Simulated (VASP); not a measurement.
Wanted: the native input for a VASP 6.6.1 run.

```
Task                   : single point
Functional             : PBE
Potentials or basis    : VASP PAW PBE potentials, release 64 (Sn_d, Se)
Cutoff                 : 520 eV
k mesh                 : 12 × 12 × 12
Occupations            : gaussian, width 0.15 eV
Spin                   : no spin polarisation
Dipole correction      : no
Further INCAR settings : ALGO = Normal; EDIFF = 1e-06; NBANDS = 32
```

The structure of Sn3Se lies in POSCAR:

```
Sn3Se
1.0
    0.0000000000      3.7279542406      3.7279542406
    3.7279542406      0.0000000000      3.7279542406
    3.7279542406      3.7279542406      0.0000000000
Sn Se
3 1
Direct
    0.2500000000      0.2500000000      0.2500000000
    0.7500000000      0.7500000000      0.7500000000
    0.5000000000      0.5000000000      0.5000000000
    0.0603548181     -0.0603548181     -0.0603548181
```

This cell differs from its parent crystal: atom 4 (Se) moved -0.450 Å along Cartesian [1 0 0].

One way to write it, as run:

INCAR

```
PREC = Accurate
ENCUT = 520
EDIFF = 1E-6
ISMEAR = 0
SIGMA = 0.15
LREAL = False
LASPH = True
NELM = 100
ALGO = Normal
ISIF = 2
LWAVE = False
LCHARG = False
GGA = PE
NBANDS = 32
```

KPOINTS

```
Automatic mesh
0
Gamma
  12 12 12
```

Potentials or basis: VASP PAW PBE potentials, release 64 (Sn_d, Se).

Launch:

```console
$ cat potpaw_PBE.64/Sn_d/POTCAR potpaw_PBE.64/Se/POTCAR > POTCAR
$ mpirun -np 1 vasp_std > vasp.out
```

It gave:

```
Pressure               : 1.6 GPa
Largest force          : 0.511 eV/Å
Band gap on the k mesh : zero (band 24 reaches 8.07 eV, above the bottom of band 25 at 6.30 eV)
```

Caveat: the cell differs from its parent crystal (atom 4 (Se) moved -0.450 Å along Cartesian [1 0 0]); spin-orbit coupling is left out, which moves the levels of the heavy elements.

It took 7 min on 1 thread of Intel Xeon 6975P-C (shared host), peak memory 0.56 GiB.
